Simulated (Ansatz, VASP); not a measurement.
**NbB3 in VASP and in Ansatz**

```xyz
4
Lattice="3.3136 0.0000 0.0000 0.0000 3.3136 0.0000 0.0000 0.0000 3.3136" Properties=species:S:1:pos:R:3 pbc="T T T"
Nb    0.0000    0.0000    0.0000
B     0.0000    1.6568    1.6568
B     1.6568    0.0000    1.6568
B     1.6568    1.6568    0.0000
```

Alike in both runs: functional PBE; k mesh 6 × 6 × 6; occupations gaussian, width 0.1 eV; no spin polarisation.

Ansatz relaxed the structure, and its values are those at the end. VASP's run is a single point on that final structure, the one shown.

|  | VASP | Ansatz |
| --- | --- | --- |
| version | VASP 6.6.1 | Ansatz 0.2.0 |
| potentials or method | VASP PAW PBE potentials, release 64 (Nb_sv, B), cutoff 520 eV | scalar-relativistic, plane waves, PAW |
| valence electrons in the cell | 22 | 22 |

|  | VASP | Ansatz | Ansatz less VASP |
| --- | --- | --- | --- |
| gap on the k mesh at the Fermi level (eV) | none | none | - |
| pressure (GPa) | 0.0 | 0.4 | +0.40 |

A gap of «none» marks a metal or a gap that the smearing closes.
